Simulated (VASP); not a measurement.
# CdIn2O4 (Fd-3m) in VASP: a series of runs, part 2 of 2

VASP 6.6.1.

**3. Band structure, LDA**

Input file INCAR:

```
SYSTEM = CdIn2O4
PREC     = Accurate       ! precision mode
ENCUT    = 520            ! plane-wave cutoff, eV
EDIFF    = 1E-6           ! SCF threshold, eV
ISMEAR   = 0              ! smearing method
SIGMA    = 0.03           ! smearing width, eV
LREAL    = .FALSE.        ! projectors in reciprocal space
LASPH    = .TRUE.         ! aspherical terms in the spheres
NELM     = 80             ! most SCF steps
ALGO     = Normal         ! electronic algorithm
ISIF     = 2              ! what is computed and relaxed
LWAVE    = .FALSE.        ! write WAVECAR
LCHARG   = .FALSE.        ! write CHGCAR
KPAR     = 4
```

Input file KPOINTS:

```
regular mesh
0
G
  6 6 6
  0 0 0
```

Input file POSCAR:

```
CdIn2O4                                 
1.0
    0.0000000000      4.6029269421      4.6029269421
    4.6029269421      0.0000000000      4.6029269421
    4.6029269421      4.6029269421      0.0000000000
  Cd              In              O             
     2     4     8
Direct
     0.0000000000000000    0.0000000000000000    0.0000000000000000
     0.2500000000000000    0.2500000000000000    0.2500000000000000
     0.6250000000000000    0.6250000000000000    0.6250000000000000
     0.1250000000000000    0.6250000000000000    0.6250000000000000
     0.6250000000000000    0.6250000000000000    0.1250000000000000
     0.6250000000000000    0.1250000000000000    0.6250000000000000
     0.8620871070017699    0.8620871070017699    0.8620871070017699
     0.8362613210053027    0.3879128929982301    0.3879128929982301
     0.8620871070017699    0.8620871070017699    0.4137386789946973
     0.3879128929982301    0.8362613210053027    0.3879128929982301
     0.4137386789946973    0.8620871070017699    0.8620871070017699
     0.3879128929982301    0.3879128929982301    0.3879128929982301
     0.8620871070017699    0.4137386789946973    0.8620871070017699
     0.3879128929982301    0.3879128929982301    0.8362613210053027
```

KPOINTS_OPT is that of step 2.

Potentials or basis: VASP PAW LDA potentials, release 64 (Cd, In_d, O).

Started as:

```sh
> cat potpaw_LDA.64/Cd/POTCAR potpaw_LDA.64/In_d/POTCAR potpaw_LDA.64/O/POTCAR > POTCAR
> mpirun -np 4 vasp_std > vasp.out
```

OUTCAR:

```text
SYSTEM = CdIn2O4
   PREC = Accurate
   ENCUT = 520
   EDIFF = 1E-6
   ISMEAR = 0
   LREAL = .FALSE.
   LASPH = .TRUE.
   NELM = 80
   ISIF = 2

 ion  position               nearest neighbor table
   1  0.000  0.000  0.000-   7 2.20   9 2.20  11 2.20  13 2.20   4 3.82   5 3.82   3 3.82   4 3.82
                             6 3.82   4 3.82   5 3.82   6 3.82   3 3.82   5 3.82   6 3.82   3 3.82
   2  0.250  0.250  0.250-  12 2.20  10 2.20   8 2.20  14 2.20   5 3.82   6 3.82   4 3.82   3 3.82
                             4 3.82   6 3.82   3 3.82   4 3.82   5 3.82   3 3.82   5 3.82   6 3.82
   3  0.625  0.625  0.625-   8 2.19   9 2.19  10 2.19  11 2.19  13 2.19  14 2.19   4 3.25   5 3.25
                             6 3.25   5 3.25   6 3.25   4 3.25   1 3.82   2 3.82   1 3.82   2 3.82
   4  0.125  0.625  0.625-   9 2.19  10 2.19  13 2.19  14 2.19   7 2.19  12 2.19   3 3.25   5 3.25
                             6 3.25   3 3.25   5 3.25   6 3.25   2 3.82   1 3.82   2 3.82   2 3.82
   5  0.625  0.625  0.125-   8 2.19  10 2.19  11 2.19  13 2.19  12 2.19   7 2.19   3 3.25   3 3.25
                             4 3.25   6 3.25   6 3.25   4 3.25   2 3.82   2 3.82   1 3.82   1 3.82
   6  0.625  0.125  0.625-   8 2.19   9 2.19  11 2.19  14 2.19  12 2.19   7 2.19   3 3.25   5 3.25
                             3 3.25   4 3.25   5 3.25   4 3.25   2 3.82   2 3.82   2 3.82   1 3.82
   7  0.862  0.862  0.862-   4 2.19   6 2.19   5 2.19   1 2.20
   8  0.836  0.388  0.388-   5 2.19   6 2.19   3 2.19   2 2.20
   9  0.862  0.862  0.414-   4 2.19   6 2.19   3 2.19   1 2.20
  10  0.388  0.836  0.388-   4 2.19   5 2.19   3 2.19   2 2.20
[... 1450 lines left out ...]
  Total       -5.4296591     -5.4296591     -5.4296591     -0.0000000      0.0000000      0.0000000
  in kB      -44.6016480    -44.6016480    -44.6016480     -0.0000000      0.0000000      0.0000000
  external PRESSURE =     -44.6016480 kB  Pullay stress =       0.0000000 kB

 VOLUME and BASIS-vectors are now :
 -----------------------------------------------------------------------------
  energy-cutoff  :      520.00
  volume of cell :      195.04
      direct lattice vectors                 reciprocal lattice vectors
     0.000000000  4.602926942  4.602926942    -0.108626534  0.108626534  0.108626534
     4.602926942  0.000000000  4.602926942     0.108626534 -0.108626534  0.108626534
     4.602926942  4.602926942  0.000000000     0.108626534  0.108626534 -0.108626534

 POSITION                                       TOTAL-FORCE (eV/Angst)
 -----------------------------------------------------------------------------------
      0.00000      0.00000      0.00000         0.000000     -0.000000      0.000000
      2.30146      2.30146      2.30146         0.000000     -0.000000     -0.000000
      5.75366      5.75366      5.75366         0.000000     -0.000000      0.000000
      5.75366      3.45220      3.45220         0.000000     -0.000000     -0.000000
      3.45220      3.45220      5.75366         0.000000     -0.000000      0.000000
      3.45220      5.75366      3.45220         0.000000     -0.000000      0.000000
      7.93625      7.93625      7.93625        -0.050346     -0.050346     -0.050346
      3.57107      5.63478      5.63478         0.050346     -0.050346     -0.050346
      5.87253      5.87253      7.93625         0.050346      0.050346     -0.050346
      5.63478      3.57107      5.63478        -0.050346      0.050346     -0.050346
      7.93625      5.87253      5.87253        -0.050346      0.050346      0.050346
      3.57107      3.57107      3.57107         0.050346      0.050346      0.050346
      5.87253      7.93625      5.87253         0.050346     -0.050346      0.050346
      5.63478      5.63478      3.57107        -0.050346     -0.050346      0.050346
 -----------------------------------------------------------------------------------
    total drift:                                0.000000      0.000000      0.000000

  FREE ENERGIE OF THE ION-ELECTRON SYSTEM (eV)
  ---------------------------------------------------
  free  energy   TOTEN  =       -82.6689415108 eV

  energy  without entropy=      -82.6689415108  energy(sigma->0) =      -82.66894151
```

OSZICAR:

```text
N       E                     dE             d eps       ncg     rms          rms(c)
DAV:   1     0.184874227990E+04    0.18487E+04   -0.58007E+04  2426   0.223E+03
DAV:   2     0.294188143381E+03   -0.15546E+04   -0.14889E+04  2488   0.660E+02
DAV:   3    -0.613884382184E+02   -0.35558E+03   -0.34392E+03  2572   0.279E+02
DAV:   4    -0.952649032117E+02   -0.33876E+02   -0.33455E+02  3224   0.924E+01
DAV:   5    -0.960843187203E+02   -0.81942E+00   -0.81534E+00  2992   0.157E+01    0.272E+01
DAV:   6    -0.828345320871E+02    0.13250E+02   -0.56583E+01  4280   0.640E+01    0.202E+01
DAV:   7    -0.829301328281E+02   -0.95601E-01   -0.64880E+00  2784   0.140E+01    0.774E+00
DAV:   8    -0.827389489106E+02    0.19118E+00   -0.89598E-01  3736   0.516E+00    0.437E+00
DAV:   9    -0.826768359353E+02    0.62113E-01   -0.21174E-01  3776   0.392E+00    0.751E-01
DAV:  10    -0.826685169188E+02    0.83190E-02   -0.57925E-02  3216   0.190E+00    0.325E-01
[... 125 further cycles ...]
DAV:   1     0.298745061767E+05   -0.14205E+05     1544
DAV:   2     0.150259244131E+05   -0.14849E+05     1528
DAV:   3     0.116832745478E+05   -0.33426E+04     1588
DAV:   4     0.113774720522E+05   -0.30580E+03     1944
DAV:   5     0.113688208949E+05   -0.86512E+01     1816
DAV:   6     0.113683539934E+05   -0.46690E+00     2072
DAV:   7     0.113683398255E+05   -0.14168E-01     2200
DAV:   8     0.113683395629E+05   -0.26264E-03     2128
DAV:   9     0.113683395549E+05   -0.79836E-05     1840
DAV:  10     0.113683395546E+05   -0.26191E-06     1176
```

Wall time 5.9 min (4 MPI ranks of Intel Xeon 6975P-C (Granite Rapids), shared host); peak memory 0.48 GiB.

Results:

```yaml
Free_energy: -82.6689 eV
Pressure: -4.5 GPa
Largest_force: 0.087 eV/Å
Band_gap_on_the_k_mesh: 0.94 eV (least direct gap 1.00 eV)
Band_gap_along_the_path: 0.94 eV (least direct gap 1.00 eV)
```

Forces in eV/Å, atoms in the order of the input:
```
Cd   0.000  0.000  0.000
Cd   0.000  0.000  0.000
In   0.000  0.000  0.000
In   0.000  0.000  0.000
In   0.000  0.000  0.000
In   0.000  0.000  0.000
O   -0.050 -0.050 -0.050
O    0.050 -0.050 -0.050
O    0.050  0.050 -0.050
O   -0.050  0.050 -0.050
O   -0.050  0.050  0.050
O    0.050  0.050  0.050
O    0.050 -0.050  0.050
O   -0.050 -0.050  0.050
```

Levels at the corners of the path, in eV from the valence-band top:
| point | band 58 | band 59 | band 60 | band 61 | band 62 | band 63 | band 64 | band 65 | band 66 | band 67 |
| --- | --- | --- | --- | --- | --- | --- | --- | --- | --- | --- |
| Γ | -0.10 | -0.10 | -0.10 | -0.06 | -0.06 | 0.94 | 4.90 | 5.51 | 5.51 | 5.51 |
| X | -0.72 | -0.22 | -0.22 | -0.08 | -0.08 | 4.42 | 4.42 | 5.89 | 5.89 | 6.46 |
| X | -0.72 | -0.22 | -0.22 | -0.08 | -0.08 | 4.42 | 4.42 | 5.89 | 5.89 | 6.46 |
| W | -0.69 | -0.58 | -0.58 | -0.13 | -0.13 | 4.82 | 4.82 | 4.99 | 4.99 | 6.89 |
| W | -0.69 | -0.58 | -0.58 | -0.13 | -0.13 | 4.82 | 4.82 | 4.99 | 4.99 | 6.89 |
| K | -0.61 | -0.52 | -0.38 | -0.20 | -0.02 | 4.63 | 4.64 | 4.73 | 5.96 | 6.44 |
| K | -0.61 | -0.52 | -0.38 | -0.20 | -0.02 | 4.63 | 4.64 | 4.73 | 5.96 | 6.44 |
| Γ | -0.10 | -0.10 | -0.10 | -0.06 | -0.06 | 0.94 | 4.90 | 5.51 | 5.51 | 5.51 |
| Γ | -0.10 | -0.10 | -0.10 | -0.06 | -0.06 | 0.94 | 4.90 | 5.51 | 5.51 | 5.51 |
| L | -0.34 | -0.31 | -0.31 | 0.00 | 0.00 | 3.63 | 3.81 | 5.81 | 6.41 | 6.43 |
| L | -0.34 | -0.31 | -0.31 | 0.00 | 0.00 | 3.63 | 3.81 | 5.81 | 6.41 | 6.43 |
| U | -0.61 | -0.52 | -0.38 | -0.20 | -0.02 | 4.63 | 4.64 | 4.73 | 5.96 | 6.44 |
| U | -0.61 | -0.52 | -0.38 | -0.20 | -0.02 | 4.63 | 4.64 | 4.73 | 5.96 | 6.44 |
| W | -0.69 | -0.58 | -0.58 | -0.13 | -0.13 | 4.82 | 4.82 | 4.99 | 4.99 | 6.89 |
| W | -0.69 | -0.58 | -0.58 | -0.13 | -0.13 | 4.82 | 4.82 | 4.99 | 4.99 | 6.89 |
| L | -0.34 | -0.31 | -0.31 | 0.00 | 0.00 | 3.63 | 3.81 | 5.81 | 6.41 | 6.43 |
| L | -0.34 | -0.31 | -0.31 | 0.00 | 0.00 | 3.63 | 3.81 | 5.81 | 6.41 | 6.43 |
| K | -0.61 | -0.52 | -0.38 | -0.20 | -0.02 | 4.63 | 4.64 | 4.73 | 5.96 | 6.44 |
| U | -0.61 | -0.52 | -0.38 | -0.20 | -0.02 | 4.63 | 4.64 | 4.73 | 5.96 | 6.44 |
| X | -0.72 | -0.22 | -0.22 | -0.08 | -0.08 | 4.42 | 4.42 | 5.89 | 5.89 | 6.46 |

Caveat: the cell stands under tension; spin-orbit coupling is left out, which moves the levels of the heavy elements. Expect the measured gap to be larger: semilocal functionals such as LDA lack the derivative discontinuity.
